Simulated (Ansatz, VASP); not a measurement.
PbO: VASP beside Ansatz

The input INCAR:

```
SYSTEM = PbO
PREC = Accurate
ENCUT = 520
EDIFF = 1E-6
ISMEAR = 0
SIGMA = 0.02
LREAL = .FALSE.
LASPH = .TRUE.
NELM = 80
ALGO = Normal
ISIF = 2
LWAVE = .FALSE.
LCHARG = .FALSE.
LDIPOL = .TRUE.
IDIPOL = 3
DIPOL = 0.5 0.5 0.500
GGA = PE
IVDW = 12
NBANDS = 28
```

Contents of KPOINTS:

```
regular mesh
0
G
  6 6 1
  0 0 0
```

Contents of POSCAR:

```
PbO
1.0
    4.2260000000      0.0000000000      0.0000000000
    0.0000000000      4.2260000000      0.0000000000
    0.0000000000      0.0000000000     30.7493267952
Pb O
2 2
Direct
    0.5000000000      0.0000000000      0.4593974851
    0.0000000000      0.5000000000      0.5406025149
    0.0000000000      0.0000000000      0.5000000000
    0.5000000000      0.5000000000      0.5000000000
```

Input for Ansatz:

```yaml
crystal:
  lattice:
    - [4.226, 0.0, 0.0]
    - [0.0, 4.226, 0.0]
    - [0.0, 0.0, 30.7493267952]
  atoms:
    - { symbol: Pb, position: [0.5, 0.0, 0.4593974851] }
    - { symbol: O, position: [0.0, 0.0, 0.5] }
    - { symbol: O, position: [0.5, 0.5, 0.5] }
    - { symbol: Pb, position: [0.0, 0.5, 0.5406025149] }
  periodic: [true, true, false]
basis:
  ecutwfc: 420
kpoints:
  mp_grid: { grid: [6, 6, 1] }
hamiltonian:
  xc: pbe
  dispersion: d3bj
scf:
  occupations: { method: gaussian, width: 0.02 }
output:
  forces: true
  stress: true
  eigenvalues: true
  write_density: true
  write_potential: true
  elf: true
  volumetric_format: npy
```

Alike in both runs: task single point; functional PBE; dispersion D3(BJ); k mesh 6 × 6 × 1; occupations gaussian, width 0.02 eV; no spin polarisation.

|  | VASP | Ansatz |
| --- | --- | --- |
| version | VASP 6.6.1 | Ansatz 0.2.0 |
| potentials or method | VASP PAW PBE potentials, release 64 (Pb_d, O), cutoff 520 eV | scalar-relativistic, plane waves, PAW |
| valence electrons in the cell | 40 | 40 |

|  | VASP | Ansatz | Ansatz less VASP |
| --- | --- | --- | --- |
| gap on the k mesh at the Fermi level (eV) | 2.25 | 2.26 | +0.008 |
| least direct gap on the mesh (eV) | 2.25 | 2.26 | +0.008 |
| rms of the force components (eV/Å) | 0.520 | 0.529 | +0.0094 |

Ansatz's warnings: xc potential rough in thin density.

Neither program's run includes spin-orbit coupling.
